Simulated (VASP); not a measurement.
# SnO2 in VASP: settings compared

The runs below take SnO2 through single point, relaxation of cell and atoms, with PBE, PBEsol, revPBE+D3(BJ), LDA.

All numbers are computed with VASP 6.6.1; they aren't measurements. Logs are shortened: lines on timing, memory, paths and dates and some standing lists are left out, and cuts for length are marked.

**1. The cell of the first run**

The typed cell holds 6 atoms: a = 4.827 Å, b = 4.828 Å, c = 3.238 Å, α = 90.00°, β = 90.00°, γ = 90.00°.

**2. Single point, PBE**

File INCAR:

```
SYSTEM = SnO2
PREC = Accurate
ENCUT = 520
EDIFF = 1E-6
ISMEAR = -1
SIGMA = 0.05
LREAL = .FALSE.
LASPH = .TRUE.
NELM = 100
ALGO = Normal
ISIF = 2
LWAVE = .FALSE.
LCHARG = .FALSE.
GGA = PE
NBANDS = 35
```

File KPOINTS:

```
Automatic mesh
0
G
  5 5 6
  0 0 0
```

File POSCAR:

```
SnO2
1.0
    4.8268306143      0.0000000000      0.0000000000
    0.0000000000      4.8276555925      0.0000000000
    0.0000000000      0.0000000000      3.2380200774
Sn O
2 4
Direct
    0.0000000000      0.0000000000      0.0000000000
    0.5000000000      0.5000000000      0.5000000000
    0.6934571464      0.6933528619      0.0000000000
    0.1934571464      0.8066471381      0.5000000000
    0.8065428536      0.1933528619      0.5000000000
    0.3065428536      0.3066471381      0.0000000000
```

Potentials or basis: VASP PAW PBE potentials, release 64 (Sn_d, O).

Launch:

```sh
$ cat potpaw_PBE.64/Sn_d/POTCAR potpaw_PBE.64/O/POTCAR > POTCAR
$ mpirun -np 1 vasp_std > vasp.out
```

OUTCAR:

```text
SYSTEM = SnO2
   PREC = Accurate
   ENCUT = 520
   EDIFF = 1E-6
   ISMEAR = -1
   LREAL = .FALSE.
   LASPH = .TRUE.
   NELM = 100
   ISIF = 2
   GGA = PE

 ion  position               nearest neighbor table
   1  0.000  0.000  0.000-   4 2.09   5 2.09   4 2.09   5 2.09   3 2.09   6 2.09
   2  0.500  0.500  0.500-   3 2.09   6 2.09   3 2.09   6 2.09   5 2.09   4 2.09
   3  0.693  0.693  0.000-   2 2.09   2 2.09   1 2.09
   4  0.193  0.807  0.500-   1 2.09   1 2.09   2 2.09
   5  0.807  0.193  0.500-   1 2.09   1 2.09   2 2.09
   6  0.307  0.307  0.000-   2 2.09   2 2.09   1 2.09

  LATTYP: Found a simple orthorhombic cell.
 ALAT       =     3.2380200774
 B/A-ratio  =     1.4906734668
 C/A-ratio  =     1.4909282454

  Lattice vectors:

 A1 = (   0.0000000000,   0.0000000000,   3.2380200774)
 A2 = (   4.8268306143,   0.0000000000,   0.0000000000)
 A3 = (   0.0000000000,   4.8276555925,   0.0000000000)

Analysis of symmetry for initial positions (statically):
=====================================================================
 Subroutine PRICEL returns:
 Original cell was already a primitive cell.

 Routine SETGRP: Setting up the symmetry group for a
 simple orthorhombic supercell.

 Subroutine GETGRP returns: Found  8 space group operations
 (whereof  4 operations were pure point group operations)
 out of a pool of  8 trial point group operations.

The static configuration has the point symmetry C_2h.
 The point group associated with its full space group is D_2h.

Analysis of symmetry for dynamics (positions and initial velocities):
=====================================================================
 Subroutine PRICEL returns:
 Original cell was already a primitive cell.

 Routine SETGRP: Setting up the symmetry group for a
 simple orthorhombic supercell.

 Subroutine GETGRP returns: Found  8 space group operations
 (whereof  4 operations were pure point group operations)
 out of a pool of  8 trial point group operations.

The dynamic configuration has the point symmetry C_2h.
 The point group associated with its full space group is D_2h.

 Subroutine INISYM returns: Found  8 space group operations
 (whereof  4 operations are pure point group operations),
 and found     1 'primitive' translations

----------------------------------------------------------------------------------------

                                     Primitive cell

  volume of cell :      75.4532

  direct lattice vectors                    reciprocal lattice vectors
     4.826830614  0.000000000  0.000000000     0.207175283  0.000000000  0.000000000
     0.000000000  4.827655593  0.000000000     0.000000000  0.207139880  0.000000000
     0.000000000  0.000000000  3.238020077     0.000000000  0.000000000  0.308830698

  length of vectors
     4.826830614  4.827655593  3.238020077     0.207175283  0.207139880  0.308830698

  position of ions in fractional coordinates (direct lattice)
     0.000000000  0.000000000  0.000000000
     0.500000000  0.500000000  0.500000000
     0.693457146  0.693352862  0.000000000
     0.193457146  0.806647138  0.500000000
     0.806542854  0.193352862  0.500000000
     0.306542854  0.306647138  0.000000000

  ion indices of the primitive-cell ions
   primitive index   ion index
                 1           1
                 2           2
                 3           3
                 4           4
                 5           5
                 6           6

----------------------------------------------------------------------------------------

 KPOINTS: Automatic mesh

Automatic generation of k-mesh.
 Grid dimensions read from file:
 generate k-points for:    5    5    6

 Generating k-lattice:

  Cartesian coordinates                     Fractional coordinates (reciprocal lattice)
     0.041435057  0.000000000  0.000000000     0.200000000  0.000000000  0.000000000
     0.000000000  0.041427976  0.000000000     0.000000000  0.200000000  0.000000000
     0.000000000  0.000000000  0.051471783     0.000000000  0.000000000  0.166666667

  Length of vectors
     0.041435057  0.041427976  0.051471783

  Shift w.r.t. Gamma in fractional coordinates (k-lattice)
     0.000000000  0.000000000  0.000000000

 Subroutine IBZKPT returns following result:
 ===========================================

 Found     36 irreducible k-points:

 Following reciprocal coordinates:
            Coordinates               Weight
  0.000000  0.000000  0.000000      1.000000
  0.200000  0.000000  0.000000      2.000000
  0.400000  0.000000  0.000000      2.000000
  0.000000  0.200000  0.000000      2.000000
  0.200000  0.200000  0.000000      4.000000
  0.400000  0.200000  0.000000      4.000000
[... 16 lines left out ...]
  0.200000  0.200000  0.333333      8.000000
  0.400000  0.200000  0.333333      8.000000
 [... further k-points ...]
   k-points           NKPTS =     36   k-points in BZ     NKDIM =     36   number of bands    NBANDS=     35
   number of dos      NEDOS =    301   number of ions     NIONS =      6
   total plane-waves  NPLWV =  31104
   dimension x,y,z NGX =    36 NGY =   36 NGZ =   24
   dimension x,y,z NGXF=    72 NGYF=   72 NGZF=   48
   ions per type =               2   4
   NGX,Y,Z   is equivalent  to a cutoff of  12.40, 12.40, 12.32 a.u.
   NGXF,Y,Z  is equivalent  to a cutoff of  24.80, 24.79, 24.64 a.u.
 SYSTEM =  SnO2
   PREC   = accura    normal or accurate (medium, high low for compatibility)
   ISTART =      0    job   : 0-new  1-cont  2-samecut
   ICHARG =      2    charge: 1-file 2-atom 10-const
   ISPIN  =      1    spin polarized calculation?
   LNONCOLLINEAR =      F non collinear calculations
   LSORBIT =      F    spin-orbit coupling
   LASPH  =      T    aspherical Exc in radial PAW
   ENCUT  =  520.0 eV  38.22 Ry    6.18 a.u.   8.97  8.98  6.02*2*pi/ulx,y,z
   NELM   =    100;   NELMIN=  2; NELMDL= -5     # of ELM steps
   EDIFF  = 0.1E-05   stopping-criterion for ELM
   LREAL  =      F    real-space projection
   EDIFFG = 0.1E-04   stopping-criterion for IOM
   NSW    =      0    number of steps for IOM
   IBRION =     -1    ionic relax: 0-MD 1-quasi-New 2-CG
   NFREE  =      0    steps in history (QN), initial steepest desc. (CG)
   ISIF   =      2    stress and relaxation
   ISYM   =      2    0-nonsym 1-usesym 2-fastsym
   POTIM  = 0.5000    time-step for ionic-motion
   TEBEG  =    0.0;   TEEND  =   0.0 temperature during run
   PSTRESS=    0.0 pullay stress
   NELECT =      52.0000    total number of electrons
   NUPDOWN=      -1.0000    fix difference up-down
   EMIN   =  10.00;   EMAX   =-10.00  energy-range for DOS
   EFERMI =   0.00;   METHOD = LEGACY
   ISMEAR =    -1;   SIGMA  =   0.05  broadening in eV -4-tet -1-fermi 0-gaus
   EFERMI_NEDOS =   21; number of points for ismear=-14 and -15
   IALGO  =     38    algorithm
   IMIX   =      4    mixing-type and parameters
     AMIX     =   0.40;   BMIX     =  1.00
     AMIX_MAG =   1.60;   BMIX_MAG =  1.00
  volume/ion in A,a.u.               =      12.58        84.86
  Fermi-wavevector in a.u.,A,eV,Ry     =   1.446050  2.732638 28.450608  2.091061
  Thomas-Fermi vector in A             =   2.564163
   LORBIT       =      0    0 simple, 1 ext, 2 COOP (PROOUT), +10 PAW based schemes
   GGA     = PE    functional components
   LHFCALC =     F    Hartree Fock is set to
   AEXX    =    0.0000 exact exchange contribution
   IVDW    =     0    specifies the selected vdW correction
   LEPSILON=     F    determine dielectric tensor
   LRPA    =     F    only Hartree local field effects (RPA)
 non-spin polarized calculation
  energy-cutoff  :      520.00
  volume of cell :       75.45
 maximum number of plane-waves:      2060
 NGX is ok and might be reduce to    36
   NGX = 17   NGY = 17   NGZ = 13

 number of electron      52.0000002 magnetization

 Free energy of the ion-electron system (eV)
  ---------------------------------------------------
  ext. energy  EPLUGINS =         0.00000000
  ---------------------------------------------------
  free energy    TOTEN  =       -37.31027263 eV

  energy without entropy =      -37.31025841  energy(sigma->0) =      -37.31026552

 E-fermi :   5.8721     XC(G=0): -10.9765

 val. band max:        5.5327950680   @ k =   0.0000   0.0000   0.0000
 cond. band min:       6.2031997637   @ k =   0.0000   0.0000   0.0000
 fundamental gap:      0.6704046957
 Fermi energy:         5.8720539780

 k-point     1 :       0.0000    0.0000    0.0000
  band No.  band energies     occupation
      1     -15.5031      2.00000
      2     -14.8388      2.00000
      3     -14.6453      2.00000
      4     -14.6181      2.00000
      5     -14.6181      2.00000
      6     -14.5523      2.00000
[... 27 lines left out ...]
     34      17.0159      0.00000
     35      17.8066      0.00000

 k-point     2 :       0.2000    0.0000    0.0000
  band No.  band energies     occupation
      1     -15.4495      2.00000
      2     -14.9002      2.00000
      3     -14.6442      2.00000
      4     -14.6161      2.00000
      5     -14.6159      2.00000
      6     -14.5898      2.00000
[... 27 lines left out ...]
     34      17.1721      0.00000
     35      17.7845      0.00000

 k-point     3 :       0.4000    0.0000    0.0000
  band No.  band energies     occupation
      1     -15.2978      2.00000
      2     -15.0848      2.00000
      3     -14.6399      2.00000
      4     -14.6275      2.00000
      5     -14.6126      2.00000
      6     -14.6125      2.00000
[... 27 lines left out ...]
     34      17.6156      0.00000
     35      17.7653      0.00000
[... 723 lines left out ...]
 k-point    23 :       0.2000    0.2000    0.3333
  band No.  band energies     occupation
      1     -15.3228      2.00000
      2     -15.1502      2.00000
      3     -14.9850      2.00000
      4     -14.6319      2.00000
      5     -14.5132      2.00000
      6     -14.4948      2.00000
[... 27 lines left out ...]
     34      17.2341      0.00000
     35      17.8367      0.00000

 k-point    24 :       0.4000    0.2000    0.3333
  band No.  band energies     occupation
      1     -15.3188      2.00000
      2     -15.2380      2.00000
      3     -14.8537      2.00000
      4     -14.6960      2.00000
      5     -14.5119      2.00000
      6     -14.5022      2.00000
[... 27 lines left out ...]
     34      17.2223      0.00000
     35      17.7159      0.00000

 [... further k-points ...]

------------------------ aborting loop because EDIFF is reached ----------------------------------------

  FORCE on cell =-STRESS in cart. coord.  units (eV):
  Direction    XX          YY          ZZ          XY          YZ          ZX
  --------------------------------------------------------------------------------------
  -------------------------------------------------------------------------------------
  Total        0.2507493      0.2463564      0.3902469      0.0000000      0.0000000      0.0000000
  in kB        5.3244219      5.2311428      8.2865202      0.0000000      0.0000000      0.0000000
  external PRESSURE =       6.2806950 kB  Pullay stress =       0.0000000 kB

 VOLUME and BASIS-vectors are now :
 -----------------------------------------------------------------------------
  energy-cutoff  :      520.00
  volume of cell :       75.45
      direct lattice vectors                 reciprocal lattice vectors
     4.826830614  0.000000000  0.000000000     0.207175283  0.000000000  0.000000000
     0.000000000  4.827655593  0.000000000     0.000000000  0.207139880  0.000000000
     0.000000000  0.000000000  3.238020077     0.000000000  0.000000000  0.308830698

 POSITION                                       TOTAL-FORCE (eV/Angst)
 -----------------------------------------------------------------------------------
      0.00000      0.00000      0.00000         0.000000      0.000000      0.000000
      2.41342      2.41383      1.61901         0.000000      0.000000      0.000000
      3.34720      3.34727      0.00000         0.013342      0.013512     -0.000000
      0.93378      3.89421      1.61901         0.013342     -0.013512      0.000000
      3.89305      0.93344      1.61901        -0.013342      0.013512      0.000000
      1.47963      1.48039      0.00000        -0.013342     -0.013512      0.000000
 -----------------------------------------------------------------------------------
    total drift:                               -0.000000      0.000000      0.000000

  FREE ENERGIE OF THE ION-ELECTRON SYSTEM (eV)
  ---------------------------------------------------
  free  energy   TOTEN  =       -37.3102726255 eV

  energy  without entropy=      -37.3102584090  energy(sigma->0) =      -37.31026552
```

Run time: 29 s. Hardware: 1 thread of Intel Xeon 6975P-C (Granite Rapids), shared host; peak memory 0.22 GiB.

Results:

```
Free energy            : -37.3103 eV
Pressure               : 0.6 GPa
Largest force          : 0.019 eV/Å
Band gap on the k mesh : 0.67 eV
```

Forces in eV/Å, atoms in the order of the input:
```
Sn   0.000  0.000  0.000
Sn   0.000  0.000  0.000
O    0.013  0.014  0.000
O    0.013 -0.014  0.000
O   -0.013  0.014  0.000
O   -0.013 -0.014  0.000
```

Levels at points of the mesh, in eV from the valence-band top:
```
           k point  band 23  band 24  band 25  band 26  band 27  band 28  band 29  band 30
(0.00, 0.00, 0.00)    -1.26    -0.74    -0.74     0.00     0.67     5.69     6.06     6.06
(0.00, 0.00, 0.50)    -1.53    -1.53    -1.18    -1.18     5.59     5.59     9.36     9.36
```

Caveat: spin-orbit coupling is left out, which moves the levels of the heavy elements.

**3. Relaxation of cell and atoms, PBE**

File INCAR:

```
SYSTEM = SnO2
ALGO = Normal
EDIFF = 1E-6
EDIFFG = -0.01
ENCUT = 600
GGA = PE
IBRION = 2
ISIF = 3
ISMEAR = -1
LASPH = .TRUE.
LCHARG = .FALSE.
LREAL = .FALSE.
LWAVE = .FALSE.
NELM = 80
NSW = 80
PREC = Accurate
SIGMA = 0.05
```

File KPOINTS:

```
k-points
0
G
  5 5 6
  0 0 0
```

File POSCAR:

```
SnO2
1.0
    4.7880040000      0.0000000000      0.0000000000
    0.0000000000      4.8665820000      0.0000000000
    0.0000000000      0.0000000000      3.2408980000
Sn O
2 4
Direct
    0.0000000000      0.0000000000      0.0000000000
    0.5000000000      0.5000000000      0.5000000000
    0.7081450000      0.6789580000      0.0000000000
    0.2081450000      0.8210420000      0.5000000000
    0.7918550000      0.1789580000      0.5000000000
    0.2918550000      0.3210420000      0.0000000000
```

Potentials or basis: VASP PAW PBE potentials, release 64 (Sn_d, O).

Launch:

```sh
$ cat potpaw_PBE.64/Sn_d/POTCAR potpaw_PBE.64/O/POTCAR > POTCAR
$ mpirun -np 1 vasp_std > vasp.out
```

It took 5.5 min on 1 thread of Intel Xeon 6975P-C (Granite Rapids), shared host; peak memory 0.26 GiB.

It converged, with:

| Property | Result |
| --- | --- |
| Free energy | -37.3199 eV |
| Relaxed volume | 12.61 Å³/atom |
| Relaxed cell | a = 4.835 Å, b = 4.825 Å, c = 3.242 Å, α = 90.00°, β = 90.00°, γ = 90.00° |
| Space group after relaxing (to 0.1 Å) | P4_2/mnm (No. 136) |
| Energy gained by relaxing | 2.1 meV/atom |
| Ionic steps | 16 |
| Pressure after relaxing | 0.0 GPa |
| Largest force after relaxing | 0.007 eV/Å |
| Band gap on the k mesh | 0.64 eV |

Forces on the atoms (eV/Å):
```
Sn   0.000  0.000  0.000
Sn   0.000  0.000  0.000
O    0.006  0.005  0.000
O    0.006 -0.005  0.000
O   -0.006  0.005  0.000
O   -0.006 -0.005  0.000
```

Stress tensor (GPa, compression positive):
```
-0.10  0.00  0.00
 0.00  0.03  0.00
 0.00  0.00 -0.02
```

The path:
```csv
step,energy change (eV),largest force (eV/Å),pressure (GPa),volume (Å³)
1,0.0000,0.0657,-0.12,75.52
2,-0.0008,0.0617,0.15,75.41
3,-0.0017,0.0569,0.63,75.23
4,-0.0013,0.0517,1.62,74.86
5,-0.0019,0.0546,1.00,75.09
6,-0.0021,0.0542,0.98,75.10
7,-0.0027,0.0512,0.93,75.12
8,-0.0038,0.0469,0.88,75.15
9,-0.0058,0.0429,0.74,75.22
10,-0.0089,0.0469,0.45,75.36
11,-0.0112,0.0823,-0.19,75.64
12,-0.0121,0.0336,0.01,75.59
13,-0.0123,0.0036,0.15,75.56
14,-0.0124,0.0033,-0.06,75.64
15,-0.0124,0.0038,-0.14,75.68
16,-0.0125,0.0074,-0.03,75.65
```

Final structure:
```
CELL_PARAMETERS angstrom
4.83522 0.00000 0.00000
0.00000 4.82540 0.00000
0.00000 0.00000 3.24221
ATOMIC_POSITIONS crystal
Sn 0.00000 0.00000 0.00000
Sn 0.50000 0.50000 0.50000
O 0.69302 0.69380 0.00000
O 0.19302 0.80620 0.50000
O 0.80698 0.19380 0.50000
O 0.30698 0.30620 0.00000
```

Levels at points of the mesh, in eV from the valence-band top:
```csv
k point,band 23,band 24,band 25,band 26,band 27,band 28,band 29,band 30
"(0.00, 0.00, 0.00)",-1.26,-0.74,-0.73,0.00,0.64,5.66,6.04,6.05
"(0.00, 0.00, 0.50)",-1.52,-1.52,-1.18,-1.18,5.56,5.56,9.34,9.34
```

Caveat: spin-orbit coupling is left out, which moves the levels of the heavy elements.

**4. Relaxation of cell and atoms, PBEsol**

File INCAR:

```
PREC = Accurate ; ENCUT = 600
EDIFF = 1E-7 ; ISMEAR = -1
SIGMA = 0.05 ; LREAL = F
LASPH = T ; NELM = 80
ALGO = Normal ; ISIF = 3
LWAVE = F ; LCHARG = F
GGA = PS ; IBRION = 2
NSW = 80 ; EDIFFG = -0.01
```

File KPOINTS:

```
Automatic mesh
0
Gamma
  5 5 6
```

POSCAR is that of step 3.

Launch:

```sh
$ cat potpaw_PBE.64/Sn_d/POTCAR potpaw_PBE.64/O/POTCAR > POTCAR
$ mpirun -np 1 vasp_std > vasp.out
```

Wall time 9.7 min (1 thread of Intel Xeon 6975P-C (Granite Rapids), shared host); peak memory 0.26 GiB.

Results (log left out):

| Quantity | Value |
| --- | --- |
| Free energy | -39.6841 eV |
| Relaxed volume | 12.20 Å³/atom |
| Relaxed cell | a = 4.775 Å, b = 4.767 Å, c = 3.215 Å, α = 90.00°, β = 90.00°, γ = 90.00° |
| Space group after relaxing (to 0.1 Å) | P4_2/mnm (No. 136) |
| Energy gained by relaxing | 9.5 meV/atom |
| Ionic steps | 18 |
| Pressure after relaxing | 0.1 GPa |
| Largest force after relaxing | 0.006 eV/Å |
| Band gap on the k mesh | 0.89 eV |

Forces in eV/Å, atoms in the order of the input:
```
Sn   0.000  0.000  0.000
Sn   0.000  0.000  0.000
O   -0.005 -0.004  0.000
O   -0.005  0.004  0.000
O    0.005 -0.004  0.000
O    0.005  0.004  0.000
```

Stress tensor (GPa, compression positive):
```
-0.01  0.00  0.00
 0.00  0.11  0.00
 0.00  0.00  0.10
```

Step by step:
```
step  energy change (eV)  largest force (eV/Å)  pressure (GPa)  volume (Å³)
   1              0.0000                0.1048           -5.90        75.52
   2              0.0206                0.2813            8.05        70.56
   3             -0.0451                0.0994           -0.09        73.21
   4             -0.0451                0.1017            0.04        73.16
   5             -0.0473                0.0536            0.11        73.04
   6             -0.0474                0.0620            0.15        72.99
   7             -0.0481                0.0567           -0.08        73.08
   8             -0.0489                0.0488           -0.67        73.31
   9             -0.0492                0.0479           -0.63        73.30
  10             -0.0498                0.0496           -0.49        73.26
  11             -0.0509                0.0659           -0.23        73.18
  12             -0.0517                0.1208            0.31        73.04
  13             -0.0526                0.1088            0.29        73.05
  14             -0.0548                0.0726            0.21        73.10
  15             -0.0570                0.0068            0.02        73.19
  16             -0.0571                0.0191           -0.05        73.21
  17             -0.0570                0.0215           -0.06        73.22
  18             -0.0571                0.0061            0.07        73.18
```

Final structure:
```
Sn O
1.0
     4.77484    0.00000    0.00000
     0.00000    4.76711    0.00000
     0.00000    0.00000    3.21513
Sn O
2 4
Direct
  0.00000 0.00000 0.00000
  0.50000 0.50000 0.50000
  0.69379 0.69384 0.00000
  0.19379 0.80616 0.50000
  0.80621 0.19384 0.50000
  0.30621 0.30616 0.00000
```

Levels at points of the mesh, in eV from the valence-band top:
```csv
k point,band 22,band 23,band 24,band 25,band 26,band 27,band 28,band 29,band 30,band 31
"(0.00, 0.00, 0.00)",-1.28,-1.27,-0.78,-0.77,0.00,0.89,5.83,6.02,6.02,10.15
"(0.00, 0.00, 0.50)",-2.66,-1.64,-1.64,-1.24,-1.24,5.85,5.85,9.42,9.42,10.34
```

Caveat: the PAW data sets were made with another functional, which shifts forces and pressure a little; spin-orbit coupling is left out, which moves the levels of the heavy elements.

[end of part 1 of 2]
